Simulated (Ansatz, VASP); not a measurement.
AlC: VASP beside Ansatz

INCAR

```
SYSTEM = AlC
PREC = Accurate
ENCUT = 600
EDIFF = 1E-6
ISMEAR = 0
SIGMA = 0.1
LREAL = .FALSE.
LASPH = .TRUE.
NELM = 60
ALGO = Normal
ISIF = 3
LWAVE = .FALSE.
LCHARG = .FALSE.
GGA = PE
IBRION = 2
NSW = 80
EDIFFG = -0.001
```

File KPOINTS:

```
regular mesh
0
G
  18 18 4
  0 0 0
```

POSCAR

```
AlC
1.0
    2.5640065907      0.0000000000      0.0000000000
   -1.2820032953      2.2204948430      0.0000000000
    0.0000000000      0.0000000000     10.8706814395
Al C
2 2
Direct
    0.3333333333      0.6666666667      0.3857555414
    0.6666666667      0.3333333333      0.6142444586
    0.3333333333      0.6666666667      0.0000043941
    0.6666666667      0.3333333333      0.9999956059
```

Input for Ansatz:

```yaml
crystal:
  lattice:
    - [2.5640065907, 0.0, 0.0]
    - [-1.2820032953, 2.220494843, 0.0]
    - [0.0, 0.0, 10.8706814395]
  atoms:
    - { symbol: Al, position: [0.3333333333, 0.6666666667, 0.3857555414] }
    - { symbol: Al, position: [0.6666666667, 0.3333333333, 0.6142444586] }
    - { symbol: C, position: [0.3333333333, 0.6666666667, 4.3941e-06] }
    - { symbol: C, position: [0.6666666667, 0.3333333333, 0.9999956059] }
basis:
  ecutwfc: 420
kpoints:
  mp_grid: { grid: [18, 18, 4] }
hamiltonian:
  xc: pbe
scf:
  occupations: { method: gaussian, width: 0.1 }
output:
  forces: true
  stress: true
  eigenvalues: true
relax:
  adjacent_minimum: "off"
  f_tol: 0.001
  max_steps: 60
  cell: { stress_tol: 0.01 }
```

Alike in both runs: task relaxation of cell and atoms; functional PBE; k mesh 18 × 18 × 4; occupations gaussian, width 0.1 eV; no spin polarisation.

|  | VASP | Ansatz |
| --- | --- | --- |
| version | VASP 6.6.1 | Ansatz 0.2.0 |
| potentials or method | VASP PAW PBE potentials, release 64 (Al, C), cutoff 600 eV | scalar-relativistic, plane waves, PAW |
| valence electrons in the cell | 14 | 14 |

VASP gave:

```
gap on the k mesh at the Fermi level, each at its own relaxed structure (eV) : none
relaxed volume (Å³/atom)                                                     : 15.19
relaxed cell length with the largest relative difference (Å)                 : 10.670
```

Question: Estimate Ansatz's values.

Answer: gap on the k mesh at the Fermi level, each at its own relaxed structure (eV): none; relaxed volume (Å³/atom): 15.53; relaxed cell length with the largest relative difference (Å): 10.914.

A gap of «none» marks a metal or a gap that the smearing closes.
